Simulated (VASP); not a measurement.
# Ta4O (P4/mmm) in VASP: notebook

The runs below take Ta4O through single point, with PBEsol.

Program: VASP 6.6.1. These are calculated values, not measurements. Logs are shortened: lines on timing, memory, paths and dates and some standing lists are left out, and cuts for length are marked.

**1. The cell of the first run**

The structure is tetragonal, space group P4/mmm (No. 123). The conventional cell has a = 3.257 Å, b = 3.257 Å, c = 7.409 Å, α = 90.00°, β = 90.00°, γ = 90.00°. Within 3.3 Å of Ta (site symmetry 4/mmm) lie 4 O at 2.30 Å and 12 Ta at 3.12 to 3.26 Å. Ta (site symmetry 4mm) has 1 O at 2.10 Å and 4 Ta at 2.81 Å within 2.9 Å. Within 3.8 Å of Ta (site symmetry 4/mmm) lie 14 Ta at 2.81 to 3.70 Å. Within 2.8 Å of O (site symmetry 4/mmm) lie 6 Ta at 2.10 to 2.30 Å.

**2. Single point, PBEsol**

File INCAR:

```
SYSTEM = Ta4O
ALGO = Normal
EDIFF = 1E-7
ENCUT = 520
GGA = PS
ISIF = 2
ISMEAR = 1
LASPH = .TRUE.
LCHARG = .TRUE.
LELF = .TRUE.
LREAL = .FALSE.
LVHAR = .TRUE.
LWAVE = .FALSE.
NBANDS = 33
NELM = 100
PREC = Accurate
SIGMA = 0.02
```

File KPOINTS:

```
k-points
0
G
  12 12 6
  0 0 0
```

File POSCAR:

```
Ta4O
1.0
    3.2574970000      0.0000000000      0.0000000000
    0.0000000000      3.2574970000      0.0000000000
    0.0000000000      0.0000000000      7.4093410000
Ta O
4 1
Direct
    0.0000000000      0.0000000000      0.5000000000
    0.5000000000      0.5000000000      0.7831580000
    0.5000000000      0.5000000000      0.2168420000
    0.0000000000      0.0000000000      0.0000000000
    0.5000000000      0.5000000000      0.5000000000
```

Potentials or basis: VASP PAW PBE potentials, release 64 (Ta_pv, O).

Started as:

```
$ cat potpaw_PBE.64/Ta_pv/POTCAR potpaw_PBE.64/O/POTCAR > POTCAR
$ mpirun -np 1 vasp_std > vasp.out
```

OUTCAR:

```text
SYSTEM = Ta4O
   EDIFF = 1E-7
   ENCUT = 520
   GGA = PS
   ISIF = 2
   ISMEAR = 1
   LASPH = .TRUE.
   LREAL = .FALSE.
   NELM = 100
   PREC = Accurate

 ion  position               nearest neighbor table
   1  0.000  0.000  0.500-   5 2.30   5 2.30   5 2.30   5 2.30   3 3.12   3 3.12   2 3.12   3 3.12
                             2 3.12   2 3.12   3 3.12   2 3.12
   2  0.500  0.500  0.783-   5 2.10   4 2.81   4 2.81   4 2.81   4 2.81   1 3.12   1 3.12   1 3.12
                             1 3.12   3 3.21
   3  0.500  0.500  0.217-   5 2.10   4 2.81   4 2.81   4 2.81   4 2.81   1 3.12   1 3.12   1 3.12
                             1 3.12   2 3.21
   4  0.000  0.000  0.000-   2 2.81   3 2.81   2 2.81   3 2.81   2 2.81   3 2.81   2 2.81   3 2.81

   5  0.500  0.500  0.500-   2 2.10   3 2.10   1 2.30   1 2.30   1 2.30   1 2.30

  LATTYP: Found a simple tetragonal cell.
 ALAT       =     3.2574970000
 C/A-ratio  =     2.2745503680

  Lattice vectors:

 A1 = (   3.2574970000,   0.0000000000,   0.0000000000)
 A2 = (   0.0000000000,   3.2574970000,   0.0000000000)
 A3 = (   0.0000000000,   0.0000000000,   7.4093410000)

Analysis of symmetry for initial positions (statically):
=====================================================================
 Subroutine PRICEL returns:
 Original cell was already a primitive cell.

 Routine SETGRP: Setting up the symmetry group for a
 simple tetragonal supercell.

 Subroutine GETGRP returns: Found 16 space group operations
 (whereof 16 operations were pure point group operations)
 out of a pool of 16 trial point group operations.

The static configuration has the point symmetry D_4h.

Analysis of symmetry for dynamics (positions and initial velocities):
=====================================================================
 Subroutine PRICEL returns:
 Original cell was already a primitive cell.

 Routine SETGRP: Setting up the symmetry group for a
 simple tetragonal supercell.

 Subroutine GETGRP returns: Found 16 space group operations
 (whereof 16 operations were pure point group operations)
 out of a pool of 16 trial point group operations.

The dynamic configuration has the point symmetry D_4h.

 Subroutine INISYM returns: Found 16 space group operations
 (whereof 16 operations are pure point group operations),
 and found     1 'primitive' translations

----------------------------------------------------------------------------------------

                                     Primitive cell

  volume of cell :      78.6226

  direct lattice vectors                    reciprocal lattice vectors
     3.257497000  0.000000000  0.000000000     0.306984166  0.000000000  0.000000000
     0.000000000  3.257497000  0.000000000     0.000000000  0.306984166  0.000000000
     0.000000000  0.000000000  7.409341000     0.000000000  0.000000000  0.134964769

  length of vectors
     3.257497000  3.257497000  7.409341000     0.306984166  0.306984166  0.134964769

  position of ions in fractional coordinates (direct lattice)
     0.000000000  0.000000000  0.500000000
     0.500000000  0.500000000  0.783158000
     0.500000000  0.500000000  0.216842000
     0.000000000  0.000000000  0.000000000
     0.500000000  0.500000000  0.500000000

  ion indices of the primitive-cell ions
   primitive index   ion index
                 1           1
                 2           2
                 3           3
                 4           4
                 5           5

----------------------------------------------------------------------------------------

 KPOINTS: k-points

Automatic generation of k-mesh.
 Grid dimensions read from file:
 generate k-points for:   12   12    6

 Generating k-lattice:

  Cartesian coordinates                     Fractional coordinates (reciprocal lattice)
     0.025582014  0.000000000  0.000000000     0.083333333  0.000000000  0.000000000
     0.000000000  0.025582014  0.000000000     0.000000000  0.083333333  0.000000000
     0.000000000  0.000000000  0.022494128     0.000000000  0.000000000  0.166666667

  Length of vectors
     0.025582014  0.025582014  0.022494128

  Shift w.r.t. Gamma in fractional coordinates (k-lattice)
     0.000000000  0.000000000  0.000000000

 Subroutine IBZKPT returns following result:
 ===========================================

 Found    112 irreducible k-points:

 Following reciprocal coordinates:
            Coordinates               Weight
  0.000000  0.000000  0.000000      1.000000
  0.083333  0.000000  0.000000      4.000000
  0.166667  0.000000  0.000000      4.000000
  0.250000  0.000000  0.000000      4.000000
  0.333333  0.000000  0.000000      4.000000
  0.416667  0.000000  0.000000      4.000000
[... 16 lines left out ...]
  0.333333  0.333333  0.000000      4.000000
  0.416667  0.333333  0.000000      8.000000
 [... further k-points ...]
   k-points           NKPTS =    112   k-points in BZ     NKDIM =    112   number of bands    NBANDS=     33
   number of dos      NEDOS =    301   number of ions     NIONS =      5
   total plane-waves  NPLWV =  32256
   dimension x,y,z NGX =    24 NGY =   24 NGZ =   56
   dimension x,y,z NGXF=    48 NGYF=   48 NGZF=  112
   ions per type =               4   1
   NGX,Y,Z   is equivalent  to a cutoff of  12.25, 12.25, 12.56 a.u.
   NGXF,Y,Z  is equivalent  to a cutoff of  24.50, 24.50, 25.13 a.u.
 SYSTEM =  Ta4O
   PREC   = accura    normal or accurate (medium, high low for compatibility)
   ISTART =      0    job   : 0-new  1-cont  2-samecut
   ICHARG =      2    charge: 1-file 2-atom 10-const
   ISPIN  =      1    spin polarized calculation?
   LNONCOLLINEAR =      F non collinear calculations
   LSORBIT =      F    spin-orbit coupling
   LASPH  =      T    aspherical Exc in radial PAW
   ENCUT  =  520.0 eV  38.22 Ry    6.18 a.u.   6.06  6.06 13.78*2*pi/ulx,y,z
   NELM   =    100;   NELMIN=  2; NELMDL= -5     # of ELM steps
   EDIFF  = 0.1E-06   stopping-criterion for ELM
   LREAL  =      F    real-space projection
   EDIFFG = 0.1E-05   stopping-criterion for IOM
   NSW    =      0    number of steps for IOM
   IBRION =     -1    ionic relax: 0-MD 1-quasi-New 2-CG
   NFREE  =      0    steps in history (QN), initial steepest desc. (CG)
   ISIF   =      2    stress and relaxation
   ISYM   =      2    0-nonsym 1-usesym 2-fastsym
   POTIM  = 0.5000    time-step for ionic-motion
   TEBEG  =    0.0;   TEEND  =   0.0 temperature during run
   PSTRESS=    0.0 pullay stress
   NELECT =      50.0000    total number of electrons
   NUPDOWN=      -1.0000    fix difference up-down
   EMIN   =  10.00;   EMAX   =-10.00  energy-range for DOS
   EFERMI =   0.00;   METHOD = LEGACY
   ISMEAR =     1;   SIGMA  =   0.02  broadening in eV -4-tet -1-fermi 0-gaus
   EFERMI_NEDOS =   21; number of points for ismear=-14 and -15
   IALGO  =     38    algorithm
   IMIX   =      4    mixing-type and parameters
     AMIX     =   0.40;   BMIX     =  1.00
     AMIX_MAG =   1.60;   BMIX_MAG =  1.00
  volume/ion in A,a.u.               =      15.72       106.11
  Fermi-wavevector in a.u.,A,eV,Ry     =   1.407826  2.660405 26.966391  1.981974
  Thomas-Fermi vector in A             =   2.530046
   LORBIT       =      0    0 simple, 1 ext, 2 COOP (PROOUT), +10 PAW based schemes
   GGA     = PS    functional components
   LHFCALC =     F    Hartree Fock is set to
   AEXX    =    0.0000 exact exchange contribution
   IVDW    =     0    specifies the selected vdW correction
   LEPSILON=     F    determine dielectric tensor
   LRPA    =     F    only Hartree local field effects (RPA)
 non-spin polarized calculation
 Methfessel and Paxton  Order N= 1 SIGMA  =   0.02
  energy-cutoff  :      520.00
  volume of cell :       78.62
 maximum number of plane-waves:      2144
   NGX = 13   NGY = 13   NGZ = 27

 number of electron      50.0000004 magnetization

 Free energy of the ion-electron system (eV)
  ---------------------------------------------------
  ext. energy  EPLUGINS =         0.00000000
  ---------------------------------------------------
  free energy    TOTEN  =       -58.49533259 eV

  energy without entropy =      -58.49540994  energy(sigma->0) =      -58.49535838

 E-fermi :   6.2296     XC(G=0): -12.7297

 val. band max:        6.2233298583   @ k =   0.0833   0.0000   0.0000
 cond. band min:       6.2424076387   @ k =   0.3333   0.0000   0.0000
 fundamental gap:      0.0190777804
 Fermi energy:         6.2296356470

 k-point     1 :       0.0000    0.0000    0.0000
  band No.  band energies     occupation
      1     -29.2780      2.00000
      2     -29.2780      2.00000
      3     -28.9143      2.00000
      4     -28.3530      2.00000
      5     -28.2272      2.00000
      6     -28.0148      2.00000
[... 25 lines left out ...]
     32       7.9205      0.00000
     33       8.6790      0.00000

 k-point     2 :       0.0833    0.0000    0.0000
  band No.  band energies     occupation
      1     -29.3041      2.00000
      2     -29.2751      2.00000
      3     -28.9104      2.00000
      4     -28.3615      2.00000
      5     -28.2329      2.00000
      6     -28.0164      2.00000
[... 25 lines left out ...]
     32       8.3947      0.00000
     33       8.9474      0.00000

 k-point     3 :       0.1667    0.0000    0.0000
  band No.  band energies     occupation
      1     -29.3734      2.00000
      2     -29.2671      2.00000
      3     -28.9010      2.00000
      4     -28.3836      2.00000
      5     -28.2488      2.00000
      6     -28.0254      2.00000
[... 25 lines left out ...]
     32       8.8420      0.00000
     33       9.3601      0.00000

 k-point     4 :       0.2500    0.0000    0.0000
  band No.  band energies     occupation
      1     -29.4644      2.00000
      2     -29.2561      2.00000
      3     -28.8915      2.00000
      4     -28.4112      2.00000
      5     -28.2696      2.00000
      6     -28.0481      2.00000
[... 673 lines left out ...]
     32      10.0767      0.00000
     33      10.2722      0.00000

 k-point    23 :       0.3333    0.3333    0.0000
  band No.  band energies     occupation
      1     -29.4895      2.00000
      2     -29.4558      2.00000
      3     -28.8391      2.00000
      4     -28.3906      2.00000
      5     -28.2474      2.00000
      6     -28.1713      2.00000
[... 25 lines left out ...]
     32       9.7562      0.00000
     33      10.3016      0.00000

 k-point    24 :       0.4167    0.3333    0.0000
  band No.  band energies     occupation
      1     -29.5264      2.00000
      2     -29.4524      2.00000
      3     -28.8279      2.00000
      4     -28.3982      2.00000
      5     -28.2699      2.00000
      6     -28.1549      2.00000
[... 25 lines left out ...]
     32      10.2031      0.00000
     33      10.4510      0.00000

 [... further k-points ...]

------------------------ aborting loop because EDIFF is reached ----------------------------------------

  FORCE on cell =-STRESS in cart. coord.  units (eV):
  Direction    XX          YY          ZZ          XY          YZ          ZX
  --------------------------------------------------------------------------------------
  -------------------------------------------------------------------------------------
  Total       -3.8071439     -3.8071439     -4.0087493      0.0000000      0.0000000      0.0000000
  in kB      -77.5822273    -77.5822273    -81.6905545      0.0000000      0.0000000      0.0000000
  external PRESSURE =     -78.9516697 kB  Pullay stress =       0.0000000 kB

 VOLUME and BASIS-vectors are now :
 -----------------------------------------------------------------------------
  energy-cutoff  :      520.00
  volume of cell :       78.62
      direct lattice vectors                 reciprocal lattice vectors
     3.257497000  0.000000000  0.000000000     0.306984166  0.000000000  0.000000000
     0.000000000  3.257497000  0.000000000     0.000000000  0.306984166  0.000000000
     0.000000000  0.000000000  7.409341000     0.000000000  0.000000000  0.134964769

 POSITION                                       TOTAL-FORCE (eV/Angst)
 -----------------------------------------------------------------------------------
      0.00000      0.00000      3.70467        -0.000000      0.000000      0.000000
      1.62875      1.62875      5.80268         0.000000     -0.000000     -0.045603
      1.62875      1.62875      1.60666         0.000000     -0.000000      0.045603
      0.00000      0.00000      0.00000        -0.000000      0.000000      0.000000
      1.62875      1.62875      3.70467        -0.000000      0.000000      0.000000
 -----------------------------------------------------------------------------------
    total drift:                                0.000000     -0.000000      0.000000

  FREE ENERGIE OF THE ION-ELECTRON SYSTEM (eV)
  ---------------------------------------------------
  free  energy   TOTEN  =       -58.4953325935 eV

  energy  without entropy=      -58.4954099420  energy(sigma->0) =      -58.49535838
```

Run time: 2.8 min. Hardware: 1 thread of AMD EPYC 9R45 (Zen 5), shared host; peak memory 0.31 GiB.

Results:

```
Free energy            : -58.4953 eV
Pressure               : -7.9 GPa
Largest force          : 0.046 eV/Å
Band gap on the k mesh : zero (bands 25 and 26 overlap by 0.98 eV)
```

Forces on the atoms (eV/Å):
```
Ta   0.000  0.000  0.000
Ta   0.000  0.000 -0.046
Ta   0.000  0.000  0.046
Ta   0.000  0.000  0.000
O    0.000  0.000  0.000
```

Levels at points of the mesh, in eV from the Fermi level:
| k point | band 22 | band 23 | band 24 | band 25 | band 26 | band 27 | band 28 | band 29 |
| --- | --- | --- | --- | --- | --- | --- | --- | --- |
| (0.00, 0.00, 0.00) | -1.54 | -0.44 | -0.44 | -0.23 | 0.50 | 1.05 | 1.05 | 1.29 |
| (0.50, 0.00, 0.00) | -1.09 | -0.91 | -0.65 | 0.24 | 0.92 | 0.94 | 1.34 | 1.74 |
| (0.50, 0.50, 0.00) | -1.48 | -1.48 | -0.64 | -0.64 | 1.64 | 2.39 | 2.78 | 2.78 |
| (0.00, 0.00, 0.50) | -0.55 | -0.51 | -0.51 | 0.13 | 0.70 | 0.70 | 0.77 | 1.08 |
| (0.50, 0.00, 0.50) | -1.16 | -1.00 | -0.62 | -0.41 | 1.05 | 1.32 | 1.57 | 1.85 |
| (0.50, 0.50, 0.50) | -1.68 | -1.68 | 0.05 | 0.05 | 1.63 | 1.94 | 1.94 | 2.89 |

Caveat: the cell stands under tension; the PAW data sets were made with another functional, which shifts forces and pressure a little; spin-orbit coupling is left out, which moves the levels of the heavy elements.

**3. Single point, PBEsol**

File INCAR:

```
  ALGO = Normal
  EDIFF = 1E-7
  ENCUT = 520
  GGA = PS
  ISIF = 2
  ISMEAR = 1
  LASPH = True
  LCHARG = False
  LREAL = False
  LWAVE = False
  NBANDS = 33
  NELM = 100
  PREC = Accurate
  SIGMA = 0.1
```

File KPOINTS:

```
k-points
0
Gamma
  12 12 6
```

POSCAR is that of step 2.

Potentials or basis: VASP PAW PBE potentials, release 64 (Ta_pv, O).

Started as:

```
$ cat potpaw_PBE.64/Ta_pv/POTCAR potpaw_PBE.64/O/POTCAR > POTCAR
$ mpirun -np 1 vasp_std > vasp.out
```

Wall time 2.7 min (1 thread of AMD EPYC 9R45 (Zen 5), shared host); peak memory 0.31 GiB.

The run converged. Its results:

| Item | Value |
| --- | --- |
| Free energy | -58.4948 eV |
| Pressure | -7.9 GPa |
| Largest force | 0.054 eV/Å |
| Band gap on the k mesh | zero (bands 25 and 26 overlap by 0.98 eV) |

Forces on the atoms (eV/Å):
```
Ta   0.000  0.000  0.000
Ta   0.000  0.000 -0.054
Ta   0.000  0.000  0.054
Ta   0.000  0.000  0.000
O    0.000  0.000  0.000
```

Stress tensor (GPa, compression positive):
```
-7.77  0.00  0.00
 0.00 -7.77  0.00
 0.00  0.00 -8.21
```

Levels at points of the mesh, in eV from the Fermi level:
```
           k point  band 23  band 24  band 25  band 26  band 27  band 28
(0.00, 0.00, 0.00)    -0.45    -0.45    -0.23     0.50     1.05     1.05
(0.50, 0.00, 0.00)    -0.91    -0.65     0.23     0.92     0.94     1.34
(0.50, 0.50, 0.00)    -1.48    -0.64    -0.64     1.64     2.38     2.78
(0.00, 0.00, 0.50)    -0.51    -0.51     0.13     0.69     0.69     0.77
(0.50, 0.00, 0.50)    -1.00    -0.62    -0.41     1.05     1.31     1.57
(0.50, 0.50, 0.50)    -1.68     0.05     0.05     1.63     1.94     1.94
```

Caveat: the cell stands under tension; the PAW data sets were made with another functional, which shifts forces and pressure a little; spin-orbit coupling is left out, which moves the levels of the heavy elements.
